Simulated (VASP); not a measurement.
# WS2 in VASP: single point with PBE+D3(BJ)

Aim: the single point of WS2 with PBE+D3(BJ).

Everything below comes from runs of VASP 6.6.1. Logs are shortened: lines on timing, memory, paths and dates and some standing lists are left out, and cuts for length are marked.

**1. The cell of the first run**

The cell holds a slab with vacuum, 6 atoms: a = 3.160 Å, b = 3.160 Å, c = 23.804 Å, α = 90.00°, β = 90.00°, γ = 120.00°.

**2. Single point, PBE+D3(BJ) (layers slid over each other)**

Input file INCAR:

```
PREC     = Accurate       # precision mode
ENCUT    = 520            # plane-wave cutoff, eV
EDIFF    = 1E-7           # SCF threshold, eV
ISMEAR   = 0              # smearing method
SIGMA    = 0.05           # smearing width, eV
LREAL    = F              # projectors in reciprocal space
LASPH    = T              # aspherical terms in the spheres
NELM     = 80             # most SCF steps
ALGO     = Normal         # electronic algorithm
ISIF     = 2              # what is computed and relaxed
LWAVE    = F              # write WAVECAR
LCHARG   = F              # write CHGCAR
LDIPOL   = T            
IDIPOL   = 3            
DIPOL    = 0.5 0.5 0.421
GGA      = PE             # functional
IVDW     = 12             # dispersion correction
NBANDS   = 35             # bands
```

Input file KPOINTS:

```
Automatic mesh
0
Gamma
  9 9 1
```

Input file POSCAR:

```
WS2
1.0
    3.1595457497      0.0000000000      0.0000000000
   -1.5797728749      2.7362468836      0.0000000000
    0.0000000000      0.0000000000     23.8042575719
S W
4 2
Direct
    0.3333333333      0.6666666667      0.1890418126
    0.3333333333      0.6666666667      0.3214605103
    0.8333333333      0.6666666667      0.5205845529
    0.8333333333      0.6666666667      0.6530032506
    0.6666666667      0.3333333333      0.2552511581
    1.1666666667      0.3333333333      0.5867938984
```

Potentials or basis: VASP PAW PBE potentials, release 64 (S, W_sv).

Run with:

```
$ cat potpaw_PBE.64/S/POTCAR potpaw_PBE.64/W_sv/POTCAR > POTCAR
$ mpirun -np 1 vasp_std > vasp.out
```

OUTCAR:

```text
PREC = Accurate
   ENCUT = 520
   EDIFF = 1E-7
   ISMEAR = 0
   LREAL = F
   LASPH = T
   NELM = 80
   ISIF = 2
   GGA = PE
   IVDW = 12
 IVDW          = 12

 ion  position               nearest neighbor table
   1  0.333  0.667  0.189-   5 2.41   5 2.41   5 2.41
   2  0.333  0.667  0.321-   5 2.41   5 2.41   5 2.41
   3  0.833  0.667  0.521-   6 2.41   6 2.41   6 2.41
   4  0.833  0.667  0.653-   6 2.41   6 2.41   6 2.41
   5  0.667  0.333  0.255-   1 2.41   1 2.41   1 2.41   2 2.41   2 2.41   2 2.41
   6  0.167  0.333  0.587-   3 2.41   3 2.41   3 2.41   4 2.41   4 2.41   4 2.41

  LATTYP: Found a hexagonal cell.
 ALAT       =     3.1595457497
 C/A-ratio  =     7.5340759266

  Lattice vectors:

 A1 = (   3.1595457497,   0.0000000000,   0.0000000000)
 A2 = (  -1.5797728749,   2.7362468836,   0.0000000000)
 A3 = (   0.0000000000,   0.0000000000,  23.8042575719)

Analysis of symmetry for initial positions (statically):
=====================================================================
 Subroutine PRICEL returns:
 Original cell was already a primitive cell.

 Routine SETGRP: Setting up the symmetry group for a
 hexagonal supercell.

 Subroutine GETGRP returns: Found  4 space group operations
 (whereof  2 operations were pure point group operations)
 out of a pool of 24 trial point group operations.

The static configuration has the point symmetry C_1h.
 The point group associated with its full space group is C_2v.

Analysis of symmetry for dynamics (positions and initial velocities):
=====================================================================
 Subroutine PRICEL returns:
 Original cell was already a primitive cell.

 Routine SETGRP: Setting up the symmetry group for a
 hexagonal supercell.

 Subroutine GETGRP returns: Found  4 space group operations
 (whereof  2 operations were pure point group operations)
 out of a pool of 24 trial point group operations.

The dynamic configuration has the point symmetry C_1h.
 The point group associated with its full space group is C_2v.

 Subroutine INISYM returns: Found  4 space group operations
 (whereof  2 operations are pure point group operations),
 and found     1 'primitive' translations

----------------------------------------------------------------------------------------

                                     Primitive cell

  volume of cell :     205.7949

  direct lattice vectors                    reciprocal lattice vectors
     3.159545750  0.000000000  0.000000000     0.316501193  0.182732049  0.000000000
    -1.579772875  2.736246884  0.000000000     0.000000000  0.365464098  0.000000000
     0.000000000  0.000000000 23.804257572     0.000000000  0.000000000  0.042009292

  length of vectors
     3.159545750  3.159545750 23.804257572     0.365464098  0.365464098  0.042009292

  position of ions in fractional coordinates (direct lattice)
     0.333333333  0.666666667  0.189041813
     0.333333333  0.666666667  0.321460510
     0.833333333  0.666666667  0.520584553
     0.833333333  0.666666667  0.653003251
     0.666666667  0.333333333  0.255251158
     0.166666667  0.333333333  0.586793898

  ion indices of the primitive-cell ions
   primitive index   ion index
                 1           1
                 2           2
                 3           3
                 4           4
                 5           5
                 6           6

----------------------------------------------------------------------------------------

 KPOINTS: Automatic mesh

Automatic generation of k-mesh.
 Grid dimensions read from file:
 generate k-points for:    9    9    1

 Generating k-lattice:

  Cartesian coordinates                     Fractional coordinates (reciprocal lattice)
     0.035166799  0.020303561  0.000000000     0.111111111 -0.000000000  0.000000000
     0.000000000  0.040607122  0.000000000     0.000000000  0.111111111  0.000000000
     0.000000000  0.000000000  0.042009292     0.000000000  0.000000000  1.000000000

  Length of vectors
     0.040607122  0.040607122  0.042009292

  Shift w.r.t. Gamma in fractional coordinates (k-lattice)
     0.000000000  0.000000000  0.000000000

 Subroutine IBZKPT returns following result:
 ===========================================

 Found     25 irreducible k-points:

 Following reciprocal coordinates:
            Coordinates               Weight
  0.000000  0.000000  0.000000      1.000000
  0.111111 -0.000000  0.000000      4.000000
  0.000000  0.111111  0.000000      2.000000
  0.222222  0.000000  0.000000      4.000000
  0.000000  0.222222  0.000000      2.000000
  0.333333 -0.000000  0.000000      4.000000
[... 16 lines left out ...]
 -0.222222 -0.444444  0.000000      4.000000
  0.444444  0.333333  0.000000      4.000000
   k-points           NKPTS =     25   k-points in BZ     NKDIM =     25   number of bands    NBANDS=     35
   number of dos      NEDOS =    301   number of ions     NIONS =      6
   total plane-waves  NPLWV = 103680
   dimension x,y,z NGX =    24 NGY =   24 NGZ =  180
   dimension x,y,z NGXF=    48 NGYF=   48 NGZF=  360
   ions per type =               4   2
   NGX,Y,Z   is equivalent  to a cutoff of  12.63, 12.63, 12.57 a.u.
   NGXF,Y,Z  is equivalent  to a cutoff of  25.26, 25.26, 25.14 a.u.
 SYSTEM =  unknown system
   PREC   = accura    normal or accurate (medium, high low for compatibility)
   ISTART =      0    job   : 0-new  1-cont  2-samecut
   ICHARG =      2    charge: 1-file 2-atom 10-const
   ISPIN  =      1    spin polarized calculation?
   LNONCOLLINEAR =      F non collinear calculations
   LSORBIT =      F    spin-orbit coupling
   LASPH  =      T    aspherical Exc in radial PAW
   ENCUT  =  520.0 eV  38.22 Ry    6.18 a.u.   5.87  5.87 44.26*2*pi/ulx,y,z
   NELM   =     80;   NELMIN=  2; NELMDL= -5     # of ELM steps
   EDIFF  = 0.1E-06   stopping-criterion for ELM
   LREAL  =      F    real-space projection
   EDIFFG = 0.1E-05   stopping-criterion for IOM
   NSW    =      0    number of steps for IOM
   IBRION =     -1    ionic relax: 0-MD 1-quasi-New 2-CG
   NFREE  =      0    steps in history (QN), initial steepest desc. (CG)
   ISIF   =      2    stress and relaxation
   ISYM   =      2    0-nonsym 1-usesym 2-fastsym
   POTIM  = 0.5000    time-step for ionic-motion
   TEBEG  =    0.0;   TEEND  =   0.0 temperature during run
   PSTRESS=    0.0 pullay stress
   NELECT =      52.0000    total number of electrons
   NUPDOWN=      -1.0000    fix difference up-down
   EMIN   =  10.00;   EMAX   =-10.00  energy-range for DOS
   EFERMI =   0.00;   METHOD = LEGACY
   ISMEAR =     0;   SIGMA  =   0.05  broadening in eV -4-tet -1-fermi 0-gaus
   EFERMI_NEDOS =   21; number of points for ismear=-14 and -15
   IALGO  =     38    algorithm
   IMIX   =      4    mixing-type and parameters
     AMIX     =   0.40;   BMIX     =  1.00
     AMIX_MAG =   1.60;   BMIX_MAG =  1.00
  volume/ion in A,a.u.               =      34.30       231.46
  Fermi-wavevector in a.u.,A,eV,Ry     =   1.034978  1.955825 14.574279  1.071179
  Thomas-Fermi vector in A             =   2.169299
   LORBIT       =      0    0 simple, 1 ext, 2 COOP (PROOUT), +10 PAW based schemes
   GGA     = PE    functional components
   LHFCALC =     F    Hartree Fock is set to
   AEXX    =    0.0000 exact exchange contribution
   IVDW    =    12    specifies the selected vdW correction
   LEPSILON=     F    determine dielectric tensor
   LRPA    =     F    only Hartree local field effects (RPA)
 non-spin polarized calculation
 Gauss-broadening in eV      SIGMA  =   0.05
  energy-cutoff  :      520.00
  volume of cell :      205.79
 maximum number of plane-waves:      5566
   NGX = 11   NGY = 11   NGZ = 89

 dipolmoment           0.000000      0.000000      0.000058 electrons x Angstroem

 number of electron      51.9999994 magnetization

 dipolmoment           0.000000      0.000000     -0.000002 electrons x Angstroem

 Free energy of the ion-electron system (eV)
  ---------------------------------------------------
  ext. energy  EPLUGINS =         0.00000000
  ---------------------------------------------------
  free energy    TOTEN  =       -47.33826214 eV

  energy without entropy =      -47.33826214  energy(sigma->0) =      -47.33826214

 E-fermi :   1.1520     XC(G=0):  -6.2931

 val. band max:        0.8132409378   @ k =   0.3333   0.3333   0.0000
 cond. band min:       2.7352128857   @ k =   0.3333   0.3333   0.0000
 fundamental gap:      1.9219719480
 Fermi energy:         1.1520149504

 k-point     1 :       0.0000    0.0000    0.0000
  band No.  band energies     occupation
      1     -73.1956      2.00000
      2     -73.1956      2.00000
      3     -37.4471      2.00000
      4     -37.4470      2.00000
      5     -37.2731      2.00000
      6     -37.2731      2.00000
[... 27 lines left out ...]
     34       3.8807      0.00000
     35       5.8006      0.00000

 k-point     2 :       0.1111   -0.0000    0.0000
  band No.  band energies     occupation
      1     -73.1934      2.00000
      2     -73.1934      2.00000
      3     -37.4394      2.00000
      4     -37.4393      2.00000
      5     -37.3159      2.00000
      6     -37.3158      2.00000
[... 27 lines left out ...]
     34       4.1114      0.00000
     35       6.1889      0.00000

 k-point     3 :       0.0000    0.1111    0.0000
  band No.  band energies     occupation
      1     -73.1934      2.00000
      2     -73.1934      2.00000
      3     -37.4394      2.00000
      4     -37.4393      2.00000
      5     -37.3159      2.00000
      6     -37.3158      2.00000
[... 27 lines left out ...]
     34       4.1127      0.00000
     35       6.1888      0.00000

 k-point     4 :       0.2222    0.0000    0.0000
  band No.  band energies     occupation
      1     -73.1880      2.00000
      2     -73.1879      2.00000
      3     -37.4227      2.00000
      4     -37.4227      2.00000
      5     -37.4198      2.00000
      6     -37.4198      2.00000
[... 27 lines left out ...]
     34       4.8049      0.00000
     35       6.8948      0.00000

 k-point     5 :       0.0000    0.2222    0.0000
  band No.  band energies     occupation
      1     -73.1880      2.00000
      2     -73.1879      2.00000
      3     -37.4227      2.00000
      4     -37.4227      2.00000
      5     -37.4198      2.00000
      6     -37.4198      2.00000
[... 638 lines left out ...]
 k-point    22 :       0.3333    0.2222    0.0000
  band No.  band energies     occupation
      1     -73.1759      2.00000
      2     -73.1759      2.00000
      3     -37.5761      2.00000
      4     -37.5761      2.00000
      5     -37.4414      2.00000
      6     -37.4414      2.00000
[... 27 lines left out ...]
     34       6.0490      0.00000
     35       7.1236      0.00000

 k-point    23 :      -0.2222   -0.4444    0.0000
  band No.  band energies     occupation
      1     -73.1759      2.00000
      2     -73.1759      2.00000
      3     -37.5761      2.00000
      4     -37.5761      2.00000
      5     -37.4414      2.00000
      6     -37.4414      2.00000
[... 27 lines left out ...]
     34       6.0726      0.00000
     35       7.0268      0.00000

 k-point    24 :       0.4444    0.3333    0.0000
  band No.  band energies     occupation
      1     -73.1759      2.00000
      2     -73.1759      2.00000
      3     -37.5761      2.00000
      4     -37.5761      2.00000
      5     -37.4414      2.00000
      6     -37.4414      2.00000
[... 27 lines left out ...]
     34       6.0447      0.00000
     35       7.1314      0.00000

 [... further k-points ...]

------------------------ aborting loop because EDIFF is reached ----------------------------------------

 vacuum level on the upper side and lower side of the slab       (xc-potential included)        -0.086        -0.084

 Edisp (eV)   -1.96540

 E8    (eV) :    -0.8605

  FORCE on cell =-STRESS in cart. coord.  units (eV):
  Direction    XX          YY          ZZ          XY          YZ          ZX
  --------------------------------------------------------------------------------------
  -------------------------------------------------------------------------------------
  Total      -0.13225    -0.13256    -0.48776     0.00000     0.00000     0.00000
  in kB      -1.02962    -1.03204    -3.79736     0.00000     0.00000     0.00000
  external pressure =       -1.95 kB  Pullay stress =        0.00 kB

 VOLUME and BASIS-vectors are now :
 -----------------------------------------------------------------------------
  energy-cutoff  :      520.00
  volume of cell :      205.79
      direct lattice vectors                 reciprocal lattice vectors
     3.159545750  0.000000000  0.000000000     0.316501193  0.182732049  0.000000000
    -1.579772875  2.736246884  0.000000000     0.000000000  0.365464098  0.000000000
     0.000000000  0.000000000 23.804257572     0.000000000  0.000000000  0.042009292

 POSITION                                       TOTAL-FORCE (eV/Angst)
 -----------------------------------------------------------------------------------
     -0.00000      1.82416      4.50000         0.000000     -0.000038      0.000443
     -0.00000      1.82416      7.65213        -0.000000      0.000071      0.046397
      1.57977      1.82416     12.39213        -0.000000      0.000071     -0.046397
      1.57977      1.82416     15.54426         0.000000     -0.000038     -0.000443
      1.57977      0.91208      6.07606         0.000000     -0.000033      0.022137
      0.00000      0.91208     13.96819         0.000000     -0.000033     -0.022137
 -----------------------------------------------------------------------------------
    total drift:                                0.000000     -0.000078     -0.000320

  FREE ENERGIE OF THE ION-ELECTRON SYSTEM (eV)
  ---------------------------------------------------
  free  energy   TOTEN  =       -49.3036596886 eV

  energy  without entropy=      -49.3036596886  energy(sigma->0) =      -49.30365969

 vacuum level on the upper side and lower side of the slab         6.389         6.392
```

It took 4.5 min on 1 thread of Intel Xeon Platinum 8259CL at 2.50GHz (Skylake/Cascade Lake), shared host; peak memory 0.4 GiB.

Results:

```yaml
Free_energy: -49.3037 eV
Largest_force: 0.046 eV/Å
Band_gap_on_the_k_mesh: 1.92 eV
Dispersion_energy_per_atom: -0.328 eV
```

Forces in eV/Å, atoms in the order of the input:
```
S    0.000  0.000  0.000
S    0.000  0.000  0.046
S    0.000  0.000 -0.046
S    0.000  0.000  0.000
W    0.000  0.000  0.022
W    0.000  0.000 -0.022
```

Caveat: the cell differs from its parent crystal (layers slid over each other); spin-orbit coupling is left out, which moves the levels of the heavy elements.
